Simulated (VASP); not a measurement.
Input of a VASP 6.6.1 run:

INCAR

```
SYSTEM = Al2Cu
PREC = Accurate ; ENCUT = 520
EDIFF = 1E-6 ; ISMEAR = 0
SIGMA = 0.2 ; LREAL = .FALSE.
LASPH = .TRUE. ; NELM = 60
ALGO = Fast ; ISIF = 2
LWAVE = .FALSE. ; LCHARG = .FALSE.
GGA = PE ; NBANDS = 26
```

KPOINTS

```
Automatic mesh
0
G
  8 4 4
  0 0 0
```

POSCAR

```
Al2Cu
1.0
    2.8664976338      0.0000000000      0.0000000000
    0.0000000000      4.9649195415      0.0000000000
    0.0000000000      0.0000000000      6.2270223000
Al Cu
4 2
Direct
    1.0000000000      0.3333333333      0.1840140000
    0.5000000000      0.8333333333      0.1840140000
    0.5000000000      0.1666666667      0.8159860000
    1.0000000000      0.6666666667      0.8159860000
    0.0000000000      0.0000000000      0.5000000000
    0.5000000000      0.5000000000      0.5000000000
```

Potentials or basis: VASP PAW PBE potentials, release 64 (Al, Cu).

The run is started by

```console
$ cat potpaw_PBE.64/Al/POTCAR potpaw_PBE.64/Cu/POTCAR > POTCAR
$ mpirun -np 1 vasp_std > vasp.out
```

Task: Predict the band gap on the k mesh.

Result: Zero (band 17 reaches 10.77 eV, above the bottom of band 18 at 6.49 eV).

Task: Estimate the pressure.

Result: 0.0 GPa.

Forces on the atoms (eV/Å):
```
Al   0.000  0.006 -0.106
Al   0.000  0.006 -0.106
Al   0.000 -0.006  0.106
Al   0.000 -0.006  0.106
Cu   0.000  0.000  0.000
Cu   0.000  0.000  0.000
```
